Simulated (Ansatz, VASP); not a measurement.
# Zn in VASP and in Ansatz

```
CELL_PARAMETERS angstrom
3.15959 0.00000 0.00000
-1.57979 2.73628 0.00000
0.00000 0.00000 10.15486
ATOMIC_POSITIONS crystal
Zn 0.00000 0.00000 0.00000
Zn 0.33333 0.66667 0.25000
Zn 0.00000 0.00000 0.50000
Zn 0.66667 0.33333 0.75000
```

Alike in both runs: task single point; functional PBE; k mesh 15 × 15 × 4; occupations gaussian, width 0.1 eV; no spin polarisation.

|  | VASP | Ansatz |
| --- | --- | --- |
| version | VASP 6.6.1 | Ansatz 0.2.0 |
| potentials or method | VASP PAW PBE potentials, release 64 (Zn), cutoff 500 eV | scalar-relativistic, plane waves, PAW |
| valence electrons in the cell | 48 | 48 |

Ansatz gave:

* gap on the k mesh at the Fermi level (eV): none
* pressure (GPa): -8.8
* traceless stress, the component that is largest in VASP (GPa): -0.50

Q: Estimate VASP's values.

A: gap on the k mesh at the Fermi level (eV): none; pressure (GPa): -8.8; traceless stress, the component that is largest in VASP (GPa): -0.51.

A gap of «none» marks a metal or a gap that the smearing closes.
